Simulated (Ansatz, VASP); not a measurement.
## Sb in VASP and in Ansatz

Contents of INCAR:

```
SYSTEM = Sb
ALGO = Normal
EDIFF = 1E-8
ENCUT = 520
GGA = PS
ISIF = 2
ISMEAR = -1
LASPH = .True.
LCHARG = .False.
LEFG = .True.
LREAL = .False.
LWAVE = .False.
NBANDS = 8
NELM = 100
PREC = Accurate
SIGMA = 0.05
```

Contents of KPOINTS:

```
k-points
0
Gamma
  19 19 19
  0 0 0
```

File POSCAR:

```
Sb
1.0
   -1.4742770936      1.4742770936      2.4293735496
    1.4742770936     -1.4742770936      2.4293735496
    1.4742770936      1.4742770936     -2.4293735496
Sb
1
Direct
    0.0000000000      0.0000000000      0.0000000000
```

Input for Ansatz:

```yaml
crystal:
  lattice:
    - [-1.4742770936, 1.4742770936, 2.4293735496]
    - [1.4742770936, -1.4742770936, 2.4293735496]
    - [1.4742770936, 1.4742770936, -2.4293735496]
  atoms:
    - { symbol: Sb, position: [0.0, 0.0, 0.0] }
kpoints:
  mp_grid: { grid: [19, 19, 19] }
scf:
  occupations: { method: fermi_dirac, width: 0.05 }
hamiltonian:
  xc: pbesol
  pseudopotentials: { kind: all_electron, datasets: crystal }
output:
  forces: true
  stress: true
  eigenvalues: true
  efg: { contact_densities: true }
```

Change from the starting cell: volume scaled by 0.94, crystal datasets.

Alike in both runs: task electric field gradients; functional PBEsol; k mesh 19 × 19 × 19; occupations fermi-dirac, width 0.05 eV; no spin polarisation.

|  | VASP | Ansatz |
| --- | --- | --- |
| version | VASP 6.6.1 | Ansatz 0.2.0 |
| potentials or method | VASP PAW PBE potentials, release 64 (Sb), cutoff 520 eV | all-electron PAW with datasets made for the crystal, scalar-relativistic |

|  | VASP | Ansatz | Ansatz less VASP |
| --- | --- | --- | --- |
| pressure (GPa) | 24.7 | 24.3 | -0.38 |
| traceless stress, the component that is largest in VASP (GPa) | -2.33 | -2.17 | +0.159 |
| size of Vzz on the site where it differs most (V/Å²) | 36.8 | 36.5 | -0.25 |

VASP's potentials were made for PBE, not for PBEsol. Ansatz ran all-electron here, and VASP with PAW potentials.

Neither program's run includes spin-orbit coupling.
